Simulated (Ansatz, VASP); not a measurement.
# Si3WN: VASP beside Ansatz

The input INCAR:

```
PREC = Accurate
ENCUT = 600
EDIFF = 1E-7
ISMEAR = 0
SIGMA = 0.1
LREAL = False
LASPH = True
NELM = 100
ALGO = Normal
ISIF = 3
LWAVE = False
LCHARG = False
GGA = PE
IBRION = 2
NSW = 90
EDIFFG = -0.04
```

The input KPOINTS:

```
Automatic mesh
0
Gamma
  4 4 4
```

The input POSCAR:

```
Si3WN
1.0
    4.1352356100      0.0000000000      0.0000000000
    0.0000000000      4.1352356100      0.0000000000
    0.0000000000      0.0000000000      4.1352356100
Si W N
3 1 1
Direct
    0.0000000000      0.5000000000      0.5000000000
    0.5000000000      0.5000000000      0.0000000000
    0.5000000000      0.0000000000      0.5000000000
    0.0000000000      0.0000000000      0.0000000000
    0.5000000000      0.5000000000      0.5000000000
```

Input for Ansatz:

```yaml
crystal:
  lattice:
    - [4.13523561, 0.0, 0.0]
    - [0.0, 4.13523561, 0.0]
    - [0.0, 0.0, 4.13523561]
  atoms:
    - { symbol: Si, position: [0.0, 0.5, 0.5] }
    - { symbol: Si, position: [0.5, 0.5, 0.0] }
    - { symbol: Si, position: [0.5, 0.0, 0.5] }
    - { symbol: W, position: [0.0, 0.0, 0.0] }
    - { symbol: "N", position: [0.5, 0.5, 0.5] }
basis:
  ecutwfc: 420
kpoints:
  mp_grid: { grid: [4, 4, 4] }
hamiltonian:
  xc: pbe
scf:
  occupations: { method: gaussian, width: 0.1 }
  lower_state_search: "off"
output:
  forces: true
  stress: true
  eigenvalues: true
relax:
  adjacent_minimum: "off"
  f_tol: 0.04
  max_steps: 70
  cell: { stress_tol: 0.4 }
```

Change from the starting cell: species swapped into the Sc3SnC type (Pm-3m, No. 221).

Alike in both runs: task relaxation of cell and atoms; functional PBE; k mesh 4 × 4 × 4; occupations gaussian, width 0.1 eV; no spin polarisation.

|  | VASP | Ansatz |
| --- | --- | --- |
| version | VASP 6.6.1 | Ansatz 0.2.0 |
| potentials or method | VASP PAW PBE potentials, release 64 (Si, W_sv, N), cutoff 600 eV | scalar-relativistic, plane waves, PAW |
| valence electrons in the cell | 31 | 31 |

```tsv
	VASP	Ansatz	Ansatz less VASP
gap on the k mesh at the Fermi level, each at its own relaxed structure (eV)	none	none	-
relaxed volume (Å³/atom)	12.34	12.29	-0.046
relaxed cell length with the largest relative difference (Å)	3.952	3.947	-0.0049
```

A gap of «none» marks a metal or a gap that the smearing closes.

The k mesh is coarse, so the values compare programs but aren't converged. Neither program's run includes spin-orbit coupling.
